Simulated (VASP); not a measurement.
# NaS6 (Fm-3m) in VASP: a series of runs

The runs below take NaS6 through single point, relaxation of cell and atoms, with PBE.

All numbers are computed with VASP 6.6.1; they aren't measurements. Logs are shortened: lines on timing, memory, paths and dates and some standing lists are left out, and cuts for length are marked.

## (1) The cell of the first run

Symmetry: Fm-3m, No. 225, cubic system. The conventional cell has a = 7.971 Å, b = 7.971 Å, c = 7.971 Å, α = 90.00°, β = 90.00°, γ = 90.00°. Within 3.7 Å of Na (site symmetry m-3m) lie 12 S at 2.82 Å. Within 3.7 Å of S (site symmetry mmm) lie 2 Na at 2.82 Å and 8 S at 2.82 Å.

## (2) Single point, PBE

INCAR

```
PREC = Accurate
ENCUT = 520
EDIFF = 1E-6
ISMEAR = 0
SIGMA = 0.1
LREAL = F
LASPH = T
NELM = 100
ALGO = Normal
ISIF = 2
LWAVE = F
LCHARG = F
GGA = PE
NBANDS = 30
```

KPOINTS

```
regular mesh
0
Gamma
  8 8 8
```

POSCAR

```
NaS6
1.0
    0.0000000000      3.9854475967      3.9854475967
    3.9854475967      0.0000000000      3.9854475967
    3.9854475967      3.9854475967      0.0000000000
Na S
1 6
Direct
    0.5000000000      0.5000000000      0.5000000000
    0.5000000000      0.0000000000      0.0000000000
    0.0000000000      0.5000000000      0.5000000000
    0.0000000000      0.5000000000      0.0000000000
    0.5000000000      0.0000000000      0.5000000000
    0.0000000000      0.0000000000      0.5000000000
    0.5000000000      0.5000000000      0.0000000000
```

Potentials or basis: VASP PAW PBE potentials, release 64 (Na_pv, S).

On the command line:

```bash
cat potpaw_PBE.64/Na_pv/POTCAR potpaw_PBE.64/S/POTCAR > POTCAR
mpirun -np 1 vasp_std > vasp.out
```

OUTCAR:

```text
PREC = Accurate
   ENCUT = 520
   EDIFF = 1E-6
   ISMEAR = 0
   LREAL = F
   LASPH = T
   NELM = 100
   ISIF = 2
   GGA = PE

 ion  position               nearest neighbor table
   1  0.500  0.500  0.500-
   2  0.500  0.000  0.000-
   3  0.000  0.500  0.500-
   4  0.000  0.500  0.000-
   5  0.500  0.000  0.500-
   6  0.000  0.000  0.500-
   7  0.500  0.500  0.000-

  LATTYP: Found a face centered cubic cell.
 ALAT       =     7.9708951934

  Lattice vectors:

 A1 = (   0.0000000000,   3.9854475967,   3.9854475967)
 A2 = (   3.9854475967,   0.0000000000,   3.9854475967)
 A3 = (   3.9854475967,   3.9854475967,   0.0000000000)

Analysis of symmetry for initial positions (statically):
=====================================================================
 Subroutine PRICEL returns:
 Original cell was already a primitive cell.

 Routine SETGRP: Setting up the symmetry group for a
 face centered cubic supercell.

 Subroutine GETGRP returns: Found 48 space group operations
 (whereof 48 operations were pure point group operations)
 out of a pool of 48 trial point group operations.

The static configuration has the point symmetry O_h .

Analysis of symmetry for dynamics (positions and initial velocities):
=====================================================================
 Subroutine PRICEL returns:
 Original cell was already a primitive cell.

 Routine SETGRP: Setting up the symmetry group for a
 face centered cubic supercell.

 Subroutine GETGRP returns: Found 48 space group operations
 (whereof 48 operations were pure point group operations)
 out of a pool of 48 trial point group operations.

The dynamic configuration has the point symmetry O_h .

 Subroutine INISYM returns: Found 48 space group operations
 (whereof 48 operations are pure point group operations),
 and found     1 'primitive' translations

----------------------------------------------------------------------------------------

                                     Primitive cell

  volume of cell :     126.6080

  direct lattice vectors                    reciprocal lattice vectors
     0.000000000  3.985447597  3.985447597    -0.125456423  0.125456423  0.125456423
[... 96 lines left out ...]
   EDIFF  = 0.1E-05   stopping-criterion for ELM
   LREAL  =      F    real-space projection
   EDIFFG = 0.1E-04   stopping-criterion for IOM
   NSW    =      0    number of steps for IOM
   IBRION =     -1    ionic relax: 0-MD 1-quasi-New 2-CG
   NFREE  =      0    steps in history (QN), initial steepest desc. (CG)
   ISIF   =      2    stress and relaxation
   ISYM   =      2    0-nonsym 1-usesym 2-fastsym
   POTIM  = 0.5000    time-step for ionic-motion
   TEBEG  =    0.0;   TEEND  =   0.0 temperature during run
   PSTRESS=    0.0 pullay stress
   NELECT =      43.0000    total number of electrons
   NUPDOWN=      -1.0000    fix difference up-down
   EMIN   =  10.00;   EMAX   =-10.00  energy-range for DOS
   EFERMI =   0.00;   METHOD = LEGACY
   ISMEAR =     0;   SIGMA  =   0.10  broadening in eV -4-tet -1-fermi 0-gaus
   EFERMI_NEDOS =   21; number of points for ismear=-14 and -15
   IALGO  =     38    algorithm
   IMIX   =      4    mixing-type and parameters
     AMIX     =   0.40;   BMIX     =  1.00
     AMIX_MAG =   1.60;   BMIX_MAG =  1.00
  volume/ion in A,a.u.               =      18.09       122.06
  Fermi-wavevector in a.u.,A,eV,Ry     =   1.142205  2.158454 17.750585  1.304631
  Thomas-Fermi vector in A             =   2.278903
   LORBIT       =      0    0 simple, 1 ext, 2 COOP (PROOUT), +10 PAW based schemes
   GGA     = PE    functional components
   LHFCALC =     F    Hartree Fock is set to
   AEXX    =    0.0000 exact exchange contribution
   IVDW    =     0    specifies the selected vdW correction
   LEPSILON=     F    determine dielectric tensor
   LRPA    =     F    only Hartree local field effects (RPA)
 non-spin polarized calculation
 Gauss-broadening in eV      SIGMA  =   0.10
  energy-cutoff  :      520.00
  volume of cell :      126.61
 maximum number of plane-waves:      3479
 NGX is ok and might be reduce to    42
   NGX = 21   NGY = 21   NGZ = 21

 number of electron      43.0000002 magnetization

 Free energy of the ion-electron system (eV)
  ---------------------------------------------------
  ext. energy  EPLUGINS =         0.00000000
  ---------------------------------------------------
  free energy    TOTEN  =       -21.66929894 eV

  energy without entropy =      -21.65145374  energy(sigma->0) =      -21.66037634

 E-fermi :   5.2387     XC(G=0): -10.0539

 val. band max:        5.2298385497   @ k =  -0.3750   0.2500   0.0000
 cond. band min:       5.2561368631   @ k =   0.2500   0.2500   0.0000
 fundamental gap:      0.0262983133
 Fermi energy:         5.2387042801

 k-point     1 :       0.0000    0.0000    0.0000
  band No.  band energies     occupation
      1     -17.9741      2.00000
      2     -17.9741      2.00000
      3     -17.9741      2.00000
      4     -10.3591      2.00000
      5      -7.2117      2.00000
      6      -7.2117      2.00000
[... 781 lines left out ...]
     29      12.0242      0.00000
     30      12.1424      0.00000

 [... further k-points ...]

------------------------ aborting loop because EDIFF is reached ----------------------------------------

  FORCE on cell =-STRESS in cart. coord.  units (eV):
  Direction    XX          YY          ZZ          XY          YZ          ZX
  --------------------------------------------------------------------------------------
  -------------------------------------------------------------------------------------
  Total       -0.0442945     -0.0442945     -0.0442945     -0.0000000      0.0000000     -0.0000000
  in kB       -0.5605297     -0.5605297     -0.5605297     -0.0000000      0.0000000     -0.0000000
  external PRESSURE =      -0.5605297 kB  Pullay stress =       0.0000000 kB

 VOLUME and BASIS-vectors are now :
 -----------------------------------------------------------------------------
  energy-cutoff  :      520.00
  volume of cell :      126.61
      direct lattice vectors                 reciprocal lattice vectors
     0.000000000  3.985447597  3.985447597    -0.125456423  0.125456423  0.125456423
     3.985447597  0.000000000  3.985447597     0.125456423 -0.125456423  0.125456423
     3.985447597  3.985447597  0.000000000     0.125456423  0.125456423 -0.125456423

 POSITION                                       TOTAL-FORCE (eV/Angst)
 -----------------------------------------------------------------------------------
      3.98545      3.98545      3.98545        -0.000000      0.000000      0.000000
      0.00000      1.99272      1.99272         0.000000      0.000000     -0.000000
      3.98545      1.99272      1.99272         0.000000      0.000000     -0.000000
      1.99272      0.00000      1.99272        -0.000000      0.000000      0.000000
      1.99272      3.98545      1.99272        -0.000000     -0.000000      0.000000
      1.99272      1.99272      0.00000         0.000000     -0.000000      0.000000
      1.99272      1.99272      3.98545         0.000000      0.000000     -0.000000
 -----------------------------------------------------------------------------------
    total drift:                               -0.000000     -0.000000      0.000000

  FREE ENERGIE OF THE ION-ELECTRON SYSTEM (eV)
  ---------------------------------------------------
  free  energy   TOTEN  =       -21.6692989403 eV

  energy  without entropy=      -21.6514537376  energy(sigma->0) =      -21.66037634
```

OSZICAR:

```text
N       E                     dE             d eps       ncg     rms          rms(c)
DAV:   1     0.314573093136E+03    0.31457E+03   -0.19281E+04  1756   0.135E+03
DAV:   2     0.840541232012E+01   -0.30617E+03   -0.29276E+03  2028   0.299E+02
DAV:   3    -0.207042851176E+02   -0.29110E+02   -0.27475E+02  2170   0.950E+01
DAV:   4    -0.217647814184E+02   -0.10605E+01   -0.10408E+01  2010   0.190E+01
DAV:   5    -0.217963123319E+02   -0.31531E-01   -0.31505E-01  2276   0.336E+00    0.169E+01
DAV:   6    -0.216839918598E+02    0.11232E+00   -0.14222E-01  2032   0.163E+00    0.101E+01
DAV:   7    -0.216723029354E+02    0.11689E-01   -0.15064E-01  2070   0.177E+00    0.529E-01
DAV:   8    -0.216690293998E+02    0.32735E-02   -0.29216E-02  1986   0.823E-01    0.121E-01
DAV:   9    -0.216691883656E+02   -0.15897E-03   -0.56022E-04  2168   0.133E-01    0.582E-02
DAV:  10    -0.216692851597E+02   -0.96794E-04   -0.10105E-04  2166   0.526E-02    0.978E-03
DAV:  11    -0.216692988378E+02   -0.13678E-04   -0.18546E-05  2052   0.198E-02    0.733E-03
DAV:  12    -0.216692989403E+02   -0.10249E-06   -0.16320E-06  1574   0.665E-03
   1 F= -.21669299E+02 E0= -.21660376E+02  d E =-.178452E-01
```

Run time: 96 s. Hardware: 1 thread of AMD EPYC 7R43 (Zen 3), shared host; peak memory 0.25 GiB.

Results:

| Item | Value |
| --- | --- |
| Free energy | -21.6693 eV |
| Pressure | -0.1 GPa |

Levels at points of the mesh, in eV from the Fermi level:
| k point | band 19 | band 20 | band 21 | band 22 | band 23 | band 24 |
| --- | --- | --- | --- | --- | --- | --- |
| (0.00, 0.00, 0.00) | -0.57 | 1.67 | 1.67 | 1.67 | 1.88 | 1.88 |
| (0.50, 0.00, 0.00) | -1.82 | -1.61 | -1.61 | 0.39 | 0.67 | 1.62 |
| (0.50, 0.50, 0.00) | -2.12 | -1.92 | -1.87 | -1.87 | -1.86 | 0.96 |

## (3) Relaxation of cell and atoms, PBE

This run uses another cell than the first one, of 18.12 Å³/atom, 1.002 times its volume.

INCAR

```
PREC = Accurate
ENCUT = 600
EDIFF = 1E-6
ISMEAR = 0
SIGMA = 0.1
LREAL = False
LASPH = True
NELM = 100
ALGO = Normal
ISIF = 3
LWAVE = False
LCHARG = False
GGA = PE
IBRION = 2
NSW = 100
EDIFFG = -0.01
```

KPOINTS

```
Automatic mesh
0
Gamma
  8 8 8
```

POSCAR: that of step 2 with these lines changed.

```diff
@@ -2,5 +2,5 @@
 1.0
-    0.0000000000      3.9854475967      3.9854475967
-    3.9854475967      0.0000000000      3.9854475967
-    3.9854475967      3.9854475967      0.0000000000
+    0.0000000000      3.9881740205      3.9881740205
+    3.9881740205      0.0000000000      3.9881740205
+    3.9881740205      3.9881740205      0.0000000000
 Na S
```

Potentials or basis: VASP PAW PBE potentials, release 64 (Na_pv, S).

On the command line:

```bash
cat potpaw_PBE.64/Na_pv/POTCAR potpaw_PBE.64/S/POTCAR > POTCAR
mpirun -np 1 vasp_std > vasp.out
```

OUTCAR:

```text
PREC = Accurate
   ENCUT = 600
   EDIFF = 1E-6
   ISMEAR = 0
   LREAL = False
   LASPH = True
   NELM = 100
   ISIF = 3
   GGA = PE
   IBRION = 2
   NSW = 100
   EDIFFG = -0.01

 ion  position               nearest neighbor table
   1  0.500  0.500  0.500-
   2  0.500  0.000  0.000-
   3  0.000  0.500  0.500-
   4  0.000  0.500  0.000-
   5  0.500  0.000  0.500-
   6  0.000  0.000  0.500-
   7  0.500  0.500  0.000-

  LATTYP: Found a face centered cubic cell.
 ALAT       =     7.9763480410

  Lattice vectors:

 A1 = (   0.0000000000,   3.9881740205,   3.9881740205)
 A2 = (   3.9881740205,   0.0000000000,   3.9881740205)
 A3 = (   3.9881740205,   3.9881740205,   0.0000000000)

Analysis of symmetry for initial positions (statically):
=====================================================================
 Subroutine PRICEL returns:
 Original cell was already a primitive cell.

 Routine SETGRP: Setting up the symmetry group for a
 face centered cubic supercell.

 Subroutine GETGRP returns: Found 48 space group operations
 (whereof 48 operations were pure point group operations)
 out of a pool of 48 trial point group operations.

The static configuration has the point symmetry O_h .

Analysis of symmetry for dynamics (positions and initial velocities):
=====================================================================
 Subroutine PRICEL returns:
 Original cell was already a primitive cell.

 Routine SETGRP: Setting up the symmetry group for a
 face centered cubic supercell.

 Subroutine GETGRP returns: Found 48 space group operations
 (whereof 48 operations were pure point group operations)
 out of a pool of 48 trial point group operations.

The dynamic configuration has the point symmetry O_h .

[... 184 lines left out ...]
      1.99409      0.00000      1.99409         0.000000      0.000000      0.000000
      1.99409      3.98817      1.99409        -0.000000     -0.000000     -0.000000
      1.99409      1.99409      0.00000         0.000000      0.000000      0.000000
      1.99409      1.99409      3.98817        -0.000000      0.000000      0.000000
 -----------------------------------------------------------------------------------
    total drift:                                0.000000      0.000000      0.000000

  FREE ENERGIE OF THE ION-ELECTRON SYSTEM (eV)
  ---------------------------------------------------
  free  energy   TOTEN  =       -21.6694116953 eV

  energy  without entropy=      -21.6515150820  energy(sigma->0) =      -21.66046339

--------------------------------------- Ionic step        2  -------------------------------------------

 number of electron      43.0000000 magnetization

 Free energy of the ion-electron system (eV)
  ---------------------------------------------------
  ext. energy  EPLUGINS =         0.00000000
  ---------------------------------------------------
  free energy    TOTEN  =       -21.66955774 eV

  energy without entropy =      -21.65172648  energy(sigma->0) =      -21.66064211

 E-fermi :   5.2439     XC(G=0): -10.0557

 val. band max:        5.2349277128   @ k =  -0.3750   0.2500   0.0000
 cond. band min:       5.2614166668   @ k =   0.2500   0.2500   0.0000
 fundamental gap:      0.0264889540
 Fermi energy:         5.2439373888

 k-point     1 :       0.0000    0.0000    0.0000
  band No.  band energies     occupation
      1     -17.9692      2.00000
      2     -17.9692      2.00000
      3     -17.9692      2.00000
      4     -10.3574      2.00000
      5      -7.2077      2.00000
      6      -7.2077      2.00000
[... 661 lines left out ...]
     24       5.9339      0.00000
     25       5.9524      0.00000

 [... further k-points ...]
[... 5 lines left out ...]
  --------------------------------------------------------------------------------------
  -------------------------------------------------------------------------------------
  Total        0.0023069      0.0023069      0.0023069     -0.0000000      0.0000000      0.0000000
  in kB        0.0292051      0.0292051      0.0292051     -0.0000000      0.0000000      0.0000000
  external PRESSURE =       0.0292051 kB  Pullay stress =       0.0000000 kB

 VOLUME and BASIS-vectors are now :
 -----------------------------------------------------------------------------
  energy-cutoff  :      600.00
  volume of cell :      126.55
      direct lattice vectors                 reciprocal lattice vectors
    -0.000000000  3.984882537  3.984882537    -0.125474213  0.125474213  0.125474213
     3.984882537 -0.000000000  3.984882537     0.125474213 -0.125474213  0.125474213
     3.984882537  3.984882537  0.000000000     0.125474213  0.125474213 -0.125474213

 POSITION                                       TOTAL-FORCE (eV/Angst)
 -----------------------------------------------------------------------------------
      3.98488      3.98488      3.98488        -0.000000     -0.000000     -0.000000
     -0.00000      1.99244      1.99244         0.000000      0.000000     -0.000000
      3.98488      1.99244      1.99244         0.000000      0.000000      0.000000
      1.99244     -0.00000      1.99244         0.000000      0.000000     -0.000000
      5.97732      3.98488      5.97732        -0.000000     -0.000000     -0.000000
      1.99244      5.97732      3.98488        -0.000000     -0.000000      0.000000
      5.97732      5.97732      3.98488        -0.000000     -0.000000     -0.000000
 -----------------------------------------------------------------------------------
    total drift:                               -0.000000     -0.000000      0.000000

  FREE ENERGIE OF THE ION-ELECTRON SYSTEM (eV)
  ---------------------------------------------------
  free  energy   TOTEN  =       -21.6695577386 eV

  energy  without entropy=      -21.6517264844  energy(sigma->0) =      -21.66064211

 reached required accuracy - stopping structural energy minimisation
```

CONTCAR:

```text
NaS6
   1.00000000000000
    -0.0000000000000000    3.9848825372815697    3.9848825372815697
     3.9848825372815697   -0.0000000000000000    3.9848825372815697
     3.9848825372815697    3.9848825372815697    0.0000000000000000
  Na              S
     1     6
Direct
     0.5000000000000000    0.5000000000000000    0.5000000000000000
     0.5000000000000000    0.0000000000000000    0.0000000000000000
     0.0000000000000000    0.5000000000000000    0.5000000000000000
     0.0000000000000000    0.5000000000000000    0.0000000000000000
     0.5000000000000000    1.0000000000000000    0.5000000000000000
     1.0000000000000000    0.0000000000000000    0.5000000000000000
     0.5000000000000000    0.5000000000000000    1.0000000000000000

  0.00000000E+00  0.00000000E+00  0.00000000E+00
  0.00000000E+00  0.00000000E+00  0.00000000E+00
  0.00000000E+00  0.00000000E+00  0.00000000E+00
  0.00000000E+00  0.00000000E+00  0.00000000E+00
  0.00000000E+00  0.00000000E+00  0.00000000E+00
  0.00000000E+00  0.00000000E+00  0.00000000E+00
  0.00000000E+00  0.00000000E+00  0.00000000E+00
```

It took 2.7 min on 1 thread of AMD EPYC 7R43 (Zen 3), shared host; peak memory 0.34 GiB.

What came out:

| Quantity | Value |
| --- | --- |
| Free energy | -21.6696 eV |
| Relaxed volume | 18.08 Å³/atom |
| Relaxed cell | a = 5.635 Å, b = 5.635 Å, c = 5.635 Å, α = 60.00°, β = 60.00°, γ = 60.00° |
| Space group after relaxing (to 0.05 Å) | Fm-3m (No. 225) |
| Energy gained by relaxing | 0.0 meV/atom |
| Ionic steps | 2 |
| Pressure after relaxing | 0.0 GPa |

Step by step:
```csv
step,energy change (eV),largest force (eV/Å),pressure (GPa),volume (Å³)
1,0.0000,0.0000,-0.15,126.87
2,-0.0001,0.0000,0.00,126.55
```

Final structure:
```
CELL_PARAMETERS angstrom
0.00000 3.98488 3.98488
3.98488 0.00000 3.98488
3.98488 3.98488 0.00000
ATOMIC_POSITIONS crystal
Na 0.50000 0.50000 0.50000
S 0.50000 0.00000 0.00000
S 0.00000 0.50000 0.50000
S 0.00000 0.50000 0.00000
S 0.50000 0.00000 0.50000
S 0.00000 0.00000 0.50000
S 0.50000 0.50000 0.00000
```

## (4) Single point, PBE

This run uses another cell than the first one, of 25.84 Å³/atom, 1.428 times its volume.

INCAR

```
SYSTEM = NaS6
ALGO = Normal
EDIFF = 1E-7
ENCUT = 520
GGA = PE
ISIF = 2
ISMEAR = 0
LASPH = .TRUE.
LCHARG = .TRUE.
LELF = .TRUE.
LREAL = .FALSE.
LVHAR = .TRUE.
LWAVE = .FALSE.
NBANDS = 30
NELM = 100
PREC = Accurate
SIGMA = 0.1
```

KPOINTS

```
k-points
0
G
  4 4 4
  0 0 0
```

POSCAR: that of step 3 with these lines changed.

```diff
@@ -2,5 +2,5 @@
 1.0
-    0.0000000000      3.9881740205      3.9881740205
-    3.9881740205      0.0000000000      3.9881740205
-    3.9881740205      3.9881740205      0.0000000000
+    0.0000000000      4.4885215300      4.4885215300
+    4.4885215300      0.0000000000      4.4885215300
+    4.4885215300      4.4885215300      0.0000000000
 Na S
```

On the command line:

```bash
cat potpaw_PBE.64/Na_pv/POTCAR potpaw_PBE.64/S/POTCAR > POTCAR
mpirun -np 1 vasp_std > vasp.out
```

It took 48 s on 1 thread of AMD EPYC 7R43 (Zen 3), shared host; peak memory 0.29 GiB.

The run converged. Its results:

| Property | Result |
| --- | --- |
| Free energy | -19.2130 eV |
| Pressure | -9.9 GPa |

Levels at points of the mesh, in eV from the Fermi level:
```
           k point  band 18  band 19  band 20  band 21  band 22  band 23  band 24  band 25
(0.00, 0.00, 0.00)    -0.42    -0.42     0.93     0.93     0.93     0.97     0.97     1.14
(0.50, 0.00, 0.00)    -1.16    -1.16    -1.00    -1.00     0.17     0.35     0.89     0.89
(0.50, 0.50, 0.00)    -1.31    -1.24    -1.24    -1.20    -1.20    -1.04     0.52     0.52
```

## (5) Overview

| task | cell | k mesh | cutoff (eV) | gap on the mesh (eV) | pressure (GPa) |
| --- | --- | --- | --- | --- | --- |
| single point | a = 5.636 Å, angles 60.0°, 7 atoms | 8 × 8 × 8 | 520 | none | -0.1 |
| relaxation of cell and atoms | relaxed from a = 5.640 Å, angles 60.0°, 7 atoms | 8 × 8 × 8 | 600 | none | 0.0 |
| single point | a = 6.348 Å, angles 60.0°, 7 atoms | 4 × 4 × 4 | 520 | none | -9.9 |

Alike in all rows: level PBE; potentials or basis VASP PAW PBE potentials, release 64 (Na_pv, S); no spin polarisation; smearing gaussian 0.1 eV.

Total energies depend on the potentials used, so only differences within one code and one set of settings carry meaning.
